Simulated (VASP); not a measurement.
A run of VASP 6.6.1 is set up as follows.

File INCAR:

```
SYSTEM = MgB2
  PREC = Accurate
  ENCUT = 520
  EDIFF = 1E-7
  ISMEAR = -1
  SIGMA = 0.1
  LREAL = .False.
  LASPH = .True.
  NELM = 100
  ALGO = Normal
  ISIF = 2
  LWAVE = .False.
  LCHARG = .True.
  GGA = PS
  LELF = .True.
  LVHAR = .True.
  NBANDS = 11
```

The input KPOINTS:

```
Automatic mesh
0
Gamma
  10 10 8
  0 0 0
```

POSCAR

```
MgB2
1.0
    3.1255967608      0.0000000000      0.0000000000
   -1.5627983804      2.7068458213      0.0000000000
    0.0000000000      0.0000000000      3.5693605797
Mg B
1 2
Direct
    0.0000000000      0.0000000000      0.0000000000
    0.3333333333      0.6666666667      0.5000000000
    0.6666666667      0.3333333333      0.5000000000
```

Potentials or basis: VASP PAW PBE potentials, release 64 (Mg, B).

The run is started by

```console
$ cat potpaw_PBE.64/Mg/POTCAR potpaw_PBE.64/B/POTCAR > POTCAR
$ mpirun -np 1 vasp_std > vasp.out
```

Problem. What does it give for the pressure?

Solution. -8.4 GPa.

Problem. What does it give for the band gap on the k mesh?

Solution. Zero (band 4 reaches 6.05 eV, above the bottom of band 5 at 3.64 eV).

Stress tensor (GPa, compression positive):
```
-9.10  0.00  0.00
 0.00 -9.10  0.00
 0.00  0.00 -6.89
```

Caveat: the PAW data sets were made with another functional, which shifts forces and pressure a little.
